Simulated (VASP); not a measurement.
# Si3O (Pm-3m) in VASP: a series of runs

The runs below take Si3O through single point, relaxation of cell and atoms, with PBE.

Program: VASP 6.6.1. These are calculated values, not measurements. Logs are shortened: lines on timing, memory, paths and dates and some standing lists are left out, and cuts for length are marked.

## 1. The cell of the first run

It takes space group Pm-3m (No. 221, cubic). Conventional cell: a = 3.709 Å, b = 3.709 Å, c = 3.709 Å, α = 90.00°, β = 90.00°, γ = 90.00°. Si (site symmetry 4/mmm) has 8 Si at 2.62 Å and 4 O at 2.62 Å within 3.5 Å. Within 3.5 Å of O (site symmetry m-3m) lie 12 Si at 2.62 Å.

## 2. Single point, PBE

INCAR

```
SYSTEM = Si3O
PREC = Accurate ; ENCUT = 520
EDIFF = 1E-7 ; ISMEAR = 0
SIGMA = 0.1 ; LREAL = .FALSE.
LASPH = .TRUE. ; NELM = 80
ALGO = Normal ; ISIF = 2
LWAVE = .FALSE. ; LCHARG = .FALSE.
GGA = PE ; NBANDS = 17
```

KPOINTS

```
regular mesh
0
G
  6 6 6
  0 0 0
```

POSCAR

```
Si3O
1.0
    3.7092692186      0.0000000000      0.0000000000
    0.0000000000      3.7092692186      0.0000000000
    0.0000000000      0.0000000000      3.7092692186
Si O
3 1
Direct
    0.0000000000      0.5000000000      0.5000000000
    0.5000000000      0.0000000000      0.5000000000
    0.5000000000      0.5000000000      0.0000000000
    0.0000000000      0.0000000000      0.0000000000
```

Potentials or basis: VASP PAW PBE potentials, release 64 (Si, O).

Run with:

```
$ cat potpaw_PBE.64/Si/POTCAR potpaw_PBE.64/O/POTCAR > POTCAR
$ mpirun -np 1 vasp_std > vasp.out
```

OUTCAR:

```text
SYSTEM = Si3O
   PREC = Accurate
   ENCUT = 520
   EDIFF = 1E-7
   ISMEAR = 0
   LREAL = .FALSE.
   LASPH = .TRUE.
   NELM = 80
   ISIF = 2
   GGA = PE

 ion  position               nearest neighbor table
   1  0.000  0.500  0.500-   2 2.62   3 2.62   3 2.62   2 2.62   2 2.62   3 2.62   3 2.62   2 2.62

   2  0.500  0.000  0.500-   1 2.62   3 2.62   3 2.62   1 2.62   3 2.62   3 2.62   1 2.62   1 2.62

   3  0.500  0.500  0.000-   1 2.62   2 2.62   1 2.62   2 2.62   2 2.62   2 2.62   1 2.62   1 2.62

   4  0.000  0.000  0.000-

  LATTYP: Found a simple cubic cell.
 ALAT       =     3.7092692186

  Lattice vectors:

 A1 = (   3.7092692186,   0.0000000000,   0.0000000000)
 A2 = (   0.0000000000,   3.7092692186,   0.0000000000)
 A3 = (   0.0000000000,   0.0000000000,   3.7092692186)

Analysis of symmetry for initial positions (statically):
=====================================================================
 Subroutine PRICEL returns:
 Original cell was already a primitive cell.

 Routine SETGRP: Setting up the symmetry group for a
 simple cubic supercell.

 Subroutine GETGRP returns: Found 48 space group operations
 (whereof 48 operations were pure point group operations)
 out of a pool of 48 trial point group operations.

The static configuration has the point symmetry O_h .

Analysis of symmetry for dynamics (positions and initial velocities):
=====================================================================
 Subroutine PRICEL returns:
 Original cell was already a primitive cell.

 Routine SETGRP: Setting up the symmetry group for a
 simple cubic supercell.

 Subroutine GETGRP returns: Found 48 space group operations
 (whereof 48 operations were pure point group operations)
 out of a pool of 48 trial point group operations.

The dynamic configuration has the point symmetry O_h .

 Subroutine INISYM returns: Found 48 space group operations
 (whereof 48 operations are pure point group operations),
 and found     1 'primitive' translations

----------------------------------------------------------------------------------------

                                     Primitive cell

  volume of cell :      51.0346

  direct lattice vectors                    reciprocal lattice vectors
     3.709269219  0.000000000  0.000000000     0.269594883  0.000000000  0.000000000
     0.000000000  3.709269219  0.000000000     0.000000000  0.269594883  0.000000000
     0.000000000  0.000000000  3.709269219     0.000000000  0.000000000  0.269594883

  length of vectors
     3.709269219  3.709269219  3.709269219     0.269594883  0.269594883  0.269594883

  position of ions in fractional coordinates (direct lattice)
     0.000000000  0.500000000  0.500000000
     0.500000000  0.000000000  0.500000000
     0.500000000  0.500000000  0.000000000
     0.000000000  0.000000000  0.000000000

  ion indices of the primitive-cell ions
   primitive index   ion index
                 1           1
                 2           2
                 3           3
                 4           4

----------------------------------------------------------------------------------------

 KPOINTS: regular mesh

Automatic generation of k-mesh.
 Grid dimensions read from file:
 generate k-points for:    6    6    6

 Generating k-lattice:

  Cartesian coordinates                     Fractional coordinates (reciprocal lattice)
     0.044932480  0.000000000  0.000000000     0.166666667  0.000000000  0.000000000
     0.000000000  0.044932480  0.000000000     0.000000000  0.166666667  0.000000000
     0.000000000  0.000000000  0.044932480     0.000000000  0.000000000  0.166666667

  Length of vectors
     0.044932480  0.044932480  0.044932480

  Shift w.r.t. Gamma in fractional coordinates (k-lattice)
     0.000000000  0.000000000  0.000000000

 Subroutine IBZKPT returns following result:
 ===========================================

 Found     20 irreducible k-points:

 Following reciprocal coordinates:
            Coordinates               Weight
  0.000000  0.000000  0.000000      1.000000
  0.166667  0.000000  0.000000      6.000000
  0.333333  0.000000  0.000000      6.000000
  0.500000  0.000000  0.000000      3.000000
  0.166667  0.166667  0.000000     12.000000
  0.333333  0.166667  0.000000     24.000000
[... 12 lines left out ...]
  0.500000  0.500000  0.333333      6.000000
  0.500000  0.500000  0.500000      1.000000
   k-points           NKPTS =     20   k-points in BZ     NKDIM =     20   number of bands    NBANDS=     17
   number of dos      NEDOS =    301   number of ions     NIONS =      4
   total plane-waves  NPLWV =  21952
   dimension x,y,z NGX =    28 NGY =   28 NGZ =   28
   dimension x,y,z NGXF=    56 NGYF=   56 NGZF=   56
   ions per type =               3   1
   NGX,Y,Z   is equivalent  to a cutoff of  12.55, 12.55, 12.55 a.u.
   NGXF,Y,Z  is equivalent  to a cutoff of  25.10, 25.10, 25.10 a.u.
 SYSTEM =  Si3O
   PREC   = accura    normal or accurate (medium, high low for compatibility)
   ISTART =      0    job   : 0-new  1-cont  2-samecut
   ICHARG =      2    charge: 1-file 2-atom 10-const
   ISPIN  =      1    spin polarized calculation?
   LNONCOLLINEAR =      F non collinear calculations
   LSORBIT =      F    spin-orbit coupling
   LASPH  =      T    aspherical Exc in radial PAW
   ENCUT  =  520.0 eV  38.22 Ry    6.18 a.u.   6.90  6.90  6.90*2*pi/ulx,y,z
   NELM   =     80;   NELMIN=  2; NELMDL= -5     # of ELM steps
   EDIFF  = 0.1E-06   stopping-criterion for ELM
   LREAL  =      F    real-space projection
   EDIFFG = 0.1E-05   stopping-criterion for IOM
   NSW    =      0    number of steps for IOM
   IBRION =     -1    ionic relax: 0-MD 1-quasi-New 2-CG
   NFREE  =      0    steps in history (QN), initial steepest desc. (CG)
   ISIF   =      2    stress and relaxation
   ISYM   =      2    0-nonsym 1-usesym 2-fastsym
   POTIM  = 0.5000    time-step for ionic-motion
   TEBEG  =    0.0;   TEEND  =   0.0 temperature during run
   PSTRESS=    0.0 pullay stress
   NELECT =      18.0000    total number of electrons
   NUPDOWN=      -1.0000    fix difference up-down
   EMIN   =  10.00;   EMAX   =-10.00  energy-range for DOS
   EFERMI =   0.00;   METHOD = LEGACY
   ISMEAR =     0;   SIGMA  =   0.10  broadening in eV -4-tet -1-fermi 0-gaus
   EFERMI_NEDOS =   21; number of points for ismear=-14 and -15
   IALGO  =     38    algorithm
   IMIX   =      4    mixing-type and parameters
     AMIX     =   0.40;   BMIX     =  1.00
     AMIX_MAG =   1.60;   BMIX_MAG =  1.00
  volume/ion in A,a.u.               =      12.76        86.10
  Fermi-wavevector in a.u.,A,eV,Ry     =   1.156673  2.185795 18.203135  1.337893
  Thomas-Fermi vector in A             =   2.293291
   LORBIT       =      0    0 simple, 1 ext, 2 COOP (PROOUT), +10 PAW based schemes
   GGA     = PE    functional components
   LHFCALC =     F    Hartree Fock is set to
   AEXX    =    0.0000 exact exchange contribution
   IVDW    =     0    specifies the selected vdW correction
   LEPSILON=     F    determine dielectric tensor
   LRPA    =     F    only Hartree local field effects (RPA)
 non-spin polarized calculation
 Gauss-broadening in eV      SIGMA  =   0.10
  energy-cutoff  :      520.00
  volume of cell :       51.03
 maximum number of plane-waves:      1406
 NGX is ok and might be reduce to    28

 number of electron      17.9999996 magnetization

 Free energy of the ion-electron system (eV)
  ---------------------------------------------------
  ext. energy  EPLUGINS =         0.00000000
  ---------------------------------------------------
  free energy    TOTEN  =       -19.20826319 eV

  energy without entropy =      -19.19329463  energy(sigma->0) =      -19.20077891

 E-fermi :   9.4480     XC(G=0): -11.2960

 val. band max:        9.4375820074   @ k =   0.3333   0.1667   0.1667
 cond. band min:       9.4819019186   @ k =   0.1667   0.1667   0.1667
 fundamental gap:      0.0443199112
 Fermi energy:         9.4480439672

 k-point     1 :       0.0000    0.0000    0.0000
  band No.  band energies     occupation
      1      -9.4727      2.00000
      2      -2.9381      2.00000
      3       3.5092      2.00000
      4       3.5092      2.00000
      5       3.5092      2.00000
      6       5.8375      2.00000
[... 9 lines left out ...]
     16      15.3406      0.00000
     17      15.3406      0.00000

 k-point     2 :       0.1667    0.0000    0.0000
  band No.  band energies     occupation
      1      -9.3866      2.00000
      2      -2.9424      2.00000
      3       2.2942      2.00000
      4       3.7270      2.00000
      5       3.7270      2.00000
      6       6.1028      2.00000
[... 9 lines left out ...]
     16      16.4028      0.00000
     17      16.4028      0.00000

 k-point     3 :       0.3333    0.0000    0.0000
  band No.  band energies     occupation
      1      -9.2014      2.00000
      2      -2.9930      2.00000
      3       1.0798      2.00000
      4       4.3206      2.00000
      5       4.3206      2.00000
      6       6.3261      2.00000
[... 9 lines left out ...]
     16      16.3499      0.00000
     17      16.3901      0.00000

 k-point     4 :       0.5000    0.0000    0.0000
  band No.  band energies     occupation
      1      -9.1015      2.00000
      2      -3.0469      2.00000
      3       0.6770      2.00000
      4       4.8271      2.00000
      5       4.8271      2.00000
      6       5.9336      2.00000
[... 9 lines left out ...]
     16      16.1272      0.00000
     17      16.6821      0.00000
[... 263 lines left out ...]
      1      -8.8099      2.00000
      2      -0.7848      2.00000
      3       0.5865      2.00000
      4       2.4977      2.00000
      5       2.6135      2.00000
      6       2.6940      2.00000
[... 9 lines left out ...]
     16      18.0207      0.00000
     17      18.4920      0.00000

 k-point    19 :       0.5000    0.5000    0.3333
  band No.  band energies     occupation
      1      -8.7657      2.00000
      2       0.4452      2.00000
      3       0.8027      2.00000
      4       0.8027      2.00000
      5       2.6461      2.00000
      6       3.8290      2.00000
[... 9 lines left out ...]
     16      18.5465      0.00000
     17      19.7659      0.00000

 k-point    20 :       0.5000    0.5000    0.5000
  band No.  band energies     occupation
      1      -8.7267      2.00000
      2       1.6916      2.00000
      3       2.0408      2.00000
      4       2.0408      2.00000
      5       2.0408      2.00000
      6       2.2425      2.00000
[... 9 lines left out ...]
     16      19.9319      0.00000
     17      19.9319      0.00000

------------------------ aborting loop because EDIFF is reached ----------------------------------------

  FORCE on cell =-STRESS in cart. coord.  units (eV):
  Direction    XX          YY          ZZ          XY          YZ          ZX
  --------------------------------------------------------------------------------------
  -------------------------------------------------------------------------------------
  Total        0.8064919      0.8064919      0.8064919     -0.0000000     -0.0000000      0.0000000
  in kB       25.3189394     25.3189394     25.3189394     -0.0000000     -0.0000000      0.0000000
  external PRESSURE =      25.3189394 kB  Pullay stress =       0.0000000 kB

 VOLUME and BASIS-vectors are now :
 -----------------------------------------------------------------------------
  energy-cutoff  :      520.00
  volume of cell :       51.03
      direct lattice vectors                 reciprocal lattice vectors
     3.709269219  0.000000000  0.000000000     0.269594883  0.000000000  0.000000000
     0.000000000  3.709269219  0.000000000     0.000000000  0.269594883  0.000000000
     0.000000000  0.000000000  3.709269219     0.000000000  0.000000000  0.269594883

 POSITION                                       TOTAL-FORCE (eV/Angst)
 -----------------------------------------------------------------------------------
      0.00000      1.85463      1.85463         0.000000      0.000000      0.000000
      1.85463      0.00000      1.85463         0.000000      0.000000      0.000000
      1.85463      1.85463      0.00000         0.000000      0.000000      0.000000
      0.00000      0.00000      0.00000         0.000000      0.000000      0.000000
 -----------------------------------------------------------------------------------
    total drift:                               -0.000000     -0.000000     -0.000000

  FREE ENERGIE OF THE ION-ELECTRON SYSTEM (eV)
  ---------------------------------------------------
  free  energy   TOTEN  =       -19.2082631854 eV

  energy  without entropy=      -19.1932946336  energy(sigma->0) =      -19.20077891
```

Run time: 8.2 s. Hardware: 1 thread of Intel Xeon Platinum 8559C (Emerald Rapids), shared host; peak memory 0.15 GiB.

What came out:

| Property | Result |
| --- | --- |
| Free energy | -19.2083 eV |
| Pressure | 2.5 GPa |
| Band gap on the k mesh | zero (bands 9 and 10 overlap by 1.90 eV) |

## 3. Single point, PBE

This run uses another cell than the first one, of 13.09 Å³/atom.

INCAR

```
  ALGO = Normal
  EDIFF = 1E-7
  ENCUT = 520
  GGA = PE
  ISIF = 2
  ISMEAR = 0
  LASPH = True
  LCHARG = False
  LREAL = False
  LWAVE = False
  NBANDS = 17
  NELM = 60
  PREC = Accurate
  SIGMA = 0.1
```

KPOINTS

```
k-points
0
Gamma
  12 12 12
```

POSCAR

```
Si3O
1.0
    3.7415004340      0.0000000000      0.0000000000
    0.0000000000      3.7415004340      0.0000000000
    0.0000000000      0.0000000000      3.7415004340
Si O
3 1
Direct
    0.0000000000      0.5000000000      0.5000000000
    0.5000000000      0.0000000000      0.5000000000
    0.5000000000      0.5000000000      0.0000000000
    0.0000000000      0.0000000000      0.0000000000
```

Potentials or basis: VASP PAW PBE potentials, release 64 (Si, O).

Run with:

```
$ cat potpaw_PBE.64/Si/POTCAR potpaw_PBE.64/O/POTCAR > POTCAR
$ mpirun -np 1 vasp_std > vasp.out
```

Wall time 27 s (1 thread of Intel Xeon Platinum 8559C (Emerald Rapids), shared host); peak memory 0.18 GiB.

It converged, with:

| Property | Result |
| --- | --- |
| Free energy | -19.2482 eV |
| Pressure | -0.1 GPa |
| Band gap on the k mesh | zero (bands 9 and 10 overlap by 1.85 eV) |

Levels at points of the mesh, in eV from the Fermi level:
```
           k point  band 5  band 6  band 7  band 8  band 9  band 10  band 11  band 12  band 13  band 14
(0.00, 0.00, 0.00)   -5.69   -3.55   -3.55   -0.87   -0.87    -0.87     2.74     4.28     4.28     4.28
(0.50, 0.00, 0.00)   -4.39   -3.30   -2.66   -2.66   -1.88    -0.11     2.00     2.00     2.30     5.23
(0.50, 0.50, 0.00)   -3.87   -3.74   -2.02   -2.02   -0.78     0.34     0.34     0.82     3.74     3.74
(0.50, 0.50, 0.50)   -7.26   -6.92   -6.92   -6.92    0.79     0.79     0.79     6.20     9.51     9.51
```

## 4. Single point, PBE

This run uses another cell than the first one: it holds 8 atoms, not 4.

INCAR

```
PREC = Accurate
ENCUT = 520
EDIFF = 1E-6
ISMEAR = 0
SIGMA = 0.1
LREAL = False
LASPH = True
NELM = 80
ALGO = Normal
ISIF = 2
LWAVE = False
LCHARG = True
GGA = PE
LELF = True
LVHAR = True
NBANDS = 28
```

KPOINTS

```
Automatic mesh
0
Gamma
  6 6 4
```

POSCAR

```
Si3O
1.0
    3.7415004340      0.0000000000      0.0000000000
    0.0000000000      3.7415004340      0.0000000000
    0.0000000000      0.0000000000      7.4830008680
Si O
6 2
Direct
    0.0000000000      0.5000000000      0.2500000000
    0.0000000000      0.5000000000      0.7500000000
    0.5000000000      0.0000000000      0.2500000000
    0.5000000000      0.0000000000      0.7500000000
    0.5000000000      0.5000000000      0.5000000000
    0.5000000000      0.5000000000      1.0000000000
    0.0000000000      1.0000000000      0.0000000000
    0.0000000000      1.0000000000      0.5000000000
```

Run with:

```
$ cat potpaw_PBE.64/Si/POTCAR potpaw_PBE.64/O/POTCAR > POTCAR
$ mpirun -np 1 vasp_std > vasp.out
```

Wall time 37 s (1 thread of Intel Xeon Platinum 8559C (Emerald Rapids), shared host); peak memory 0.22 GiB.

The run converged, but its numbers aren't listed here, since they failed a check.

## 5. Relaxation of cell and atoms, PBE

INCAR

```
SYSTEM = Si3O
PREC     = Accurate       ! precision mode
ENCUT    = 600            ! plane-wave cutoff, eV
EDIFF    = 1E-7           ! SCF threshold, eV
ISMEAR   = 0              ! smearing method
SIGMA    = 0.1            ! smearing width, eV
LREAL    = .FALSE.        ! projectors in reciprocal space
LASPH    = .TRUE.         ! aspherical terms in the spheres
NELM     = 60             ! most SCF steps
ALGO     = Normal         ! electronic algorithm
ISIF     = 3              ! what is computed and relaxed
LWAVE    = .FALSE.        ! write WAVECAR
LCHARG   = .FALSE.        ! write CHGCAR
GGA      = PE             ! functional
IBRION   = 2              ! ionic algorithm
NSW      = 100            ! ionic steps
EDIFFG   = -0.01          ! ionic threshold
```

KPOINTS

```
Automatic mesh
0
G
  12 12 12
  0 0 0
```

POSCAR

```
Si3O
1.0
    3.7092692186      0.0000000000      0.0000000000
    0.0000000000      3.7092692186      0.0000000000
    0.0000000000      0.0000000000      3.7092692186
Si O
3 1
Direct
    0.0000000000      0.5000000000      0.5000000000
    0.5000000000      0.0000000000      0.5000000000
    0.5000000000      0.5000000000      0.0000000000
    0.0000000000      0.0000000000      0.0000000000
```

Run with:

```
$ cat potpaw_PBE.64/Si/POTCAR potpaw_PBE.64/O/POTCAR > POTCAR
$ mpirun -np 1 vasp_std > vasp.out
```

It took 75 s on 1 thread of Intel Xeon Platinum 8559C (Emerald Rapids), shared host; peak memory 0.2 GiB.

It converged, with:

- Free energy: -19.2483 eV
- Relaxed volume: 13.08 Å³/atom
- Relaxed cell: a = 3.740 Å, b = 3.740 Å, c = 3.740 Å, α = 90.00°, β = 90.00°, γ = 90.00°
- Space group after relaxing (to 0.1 Å): Pm-3m (No. 221)
- Energy gained by relaxing: 2.5 meV/atom
- Ionic steps: 3
- Pressure after relaxing: 0.0 GPa
- Band gap on the k mesh: zero (bands 9 and 10 overlap by 1.85 eV)

The path:
| step | energy change (eV) | largest force (eV/Å) | pressure (GPa) | volume (Å³) |
| --- | --- | --- | --- | --- |
| 1 | 0.0000 | 0.0000 | 2.55 | 51.03 |
| 2 | -0.0097 | 0.0000 | -0.40 | 52.55 |
| 3 | -0.0100 | 0.0000 | 0.01 | 52.32 |

Final structure:
```xyz
4
Lattice="3.7403 0.0000 0.0000 0.0000 3.7403 0.0000 0.0000 0.0000 3.7403" Properties=species:S:1:pos:R:3 pbc="T T T"
Si    0.0000    1.8701    1.8701
Si    1.8701    0.0000    1.8701
Si    1.8701    1.8701    0.0000
O     0.0000    0.0000    0.0000
```

Levels at points of the mesh, in eV from the Fermi level:
| k point | band 7 | band 8 | band 9 | band 10 | band 11 | band 12 |
| --- | --- | --- | --- | --- | --- | --- |
| (0.00, 0.00, 0.00) | -3.55 | -0.87 | -0.87 | -0.87 | 2.73 | 4.28 |
| (0.50, 0.00, 0.00) | -2.66 | -2.66 | -1.88 | -0.11 | 2.00 | 2.00 |
| (0.50, 0.50, 0.00) | -2.02 | -2.02 | -0.78 | 0.34 | 0.34 | 0.82 |
| (0.50, 0.50, 0.50) | -6.93 | -6.93 | 0.79 | 0.79 | 0.79 | 6.20 |

## 6. Overview

```csv
task,cell,k mesh,cutoff (eV),gap on the mesh (eV),pressure (GPa)
single point,"a = 3.709 Å, 4 atoms",6 × 6 × 6,520,none,2.5
single point,"a = 3.742 Å, 4 atoms",12 × 12 × 12,520,none,-0.1
relaxation of cell and atoms,"relaxed from a = 3.709 Å, 4 atoms",12 × 12 × 12,600,none,0.0
```

Alike in all rows: level PBE; potentials or basis VASP PAW PBE potentials, release 64 (Si, O); no spin polarisation; smearing gaussian 0.1 eV.

Absolute energies hang on the potentials; compare differences alone.

The gap in the log of VASP goes by the Fermi energy; the results here count the filled bands.